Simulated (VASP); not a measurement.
Input of a VASP 6.6.1 run:

Contents of INCAR:

```
SYSTEM = TiB2
ALGO     = Normal         ! electronic algorithm
EDIFF    = 1E-6           ! SCF threshold, eV
EDIFFG   = -0.05          ! ionic threshold
ENCUT    = 600            ! plane-wave cutoff, eV
IBRION   = 2              ! ionic algorithm
ISIF     = 3              ! what is computed and relaxed
ISMEAR   = 0              ! smearing method
LASPH    = .True.         ! aspherical terms in the spheres
LCHARG   = .False.        ! write CHGCAR
LREAL    = .False.        ! projectors in reciprocal space
LWAVE    = .False.        ! write WAVECAR
NELM     = 60             ! most SCF steps
NSW      = 100            ! ionic steps
PREC     = Accurate       ! precision mode
SIGMA    = 0.1            ! smearing width, eV
```

File KPOINTS:

```
k-points
0
Gamma
  9 9 6
  0 0 0
```

File POSCAR:

```
TiB2
1.0
    3.0292000000      0.0000000000      0.0000000000
   -1.5146000000      2.6233641531      0.0000000000
    0.0000000000      0.0000000000      3.2284000000
Ti B
1 2
Direct
    0.0000000000      0.0000000000      0.0000000000
    0.3333333333      0.6666666667      0.5000000000
    0.6666666667      0.3333333333      0.5000000000
```

Potentials or basis: VASP PAW LDA potentials, release 64 (Ti_sv, B).

The run is started by

```bash
$ cat potpaw_LDA.64/Ti_sv/POTCAR potpaw_LDA.64/B/POTCAR > POTCAR
$ mpirun -np 1 vasp_std > vasp.out
```

Task: Predict the relaxed cell.

Result: a = 2.996 Å, b = 2.996 Å, c = 3.159 Å, α = 90.00°, β = 90.00°, γ = 120.00°.

Task: Predict the band gap on the k mesh.

Result: Zero (bands 9 and 10 overlap by 0.39 eV).

Step by step:
```
step  energy change (eV)  largest force (eV/Å)  pressure (GPa)  volume (Å³)
   1              0.0000                0.0000          -10.77        25.66
   2              0.0002                0.0000           12.68        23.58
   3             -0.0377                0.0000            0.08        24.59
   4             -0.0377                0.0000            0.27        24.57
   5             -0.0390                0.0000            0.16        24.55
```

LDA usually gives volumes a few per cent too small. Zero-point motion and thermal expansion aren't in these numbers.
